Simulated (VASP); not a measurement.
A run of VASP 6.6.1 is set up as follows.

The input INCAR:

```
SYSTEM = HgF6
PREC = Accurate ; ENCUT = 520
EDIFF = 1E-7 ; ISMEAR = 0
SIGMA = 0.1 ; LREAL = .FALSE.
LASPH = .TRUE. ; NELM = 60
ALGO = Normal ; ISIF = 2
LWAVE = .FALSE. ; LCHARG = .TRUE.
GGA = PE ; LELF = .TRUE.
LVHAR = .TRUE. ; NBANDS = 36
```

File KPOINTS:

```
regular mesh
0
G
  4 4 4
  0 0 0
```

Contents of POSCAR:

```
HgF6
1.0
    0.0000000000      3.5390906694      3.5390906694
    3.5390906694      0.0000000000      3.5390906694
    3.5390906694      3.5390906694      0.0000000000
Hg F
1 6
Direct
    0.0000000000      0.0000000000      0.0000000000
    0.5000000000      0.5000000000      0.0000000000
    0.5000000000      0.0000000000      0.5000000000
    0.0000000000      0.0000000000      0.5000000000
    0.0000000000      0.5000000000      0.0000000000
    0.0000000000      0.5000000000      0.5000000000
    0.5000000000      0.0000000000      0.0000000000
```

Potentials or basis: VASP PAW PBE potentials, release 64 (Hg, F).

Run with:

```sh
$ cat potpaw_PBE.64/Hg/POTCAR potpaw_PBE.64/F/POTCAR > POTCAR
$ mpirun -np 1 vasp_std > vasp.out
```

(1) What does it give for the band gap on the k mesh?

(2) Predict the pressure.

Answers

(1) zero (bands 27 and 28 overlap by 0.13 eV).

(2) -0.1 GPa.

Caveat: the k points lie up to 0.38 Å⁻¹ apart; spin-orbit coupling is left out, which moves the levels of the heavy elements.
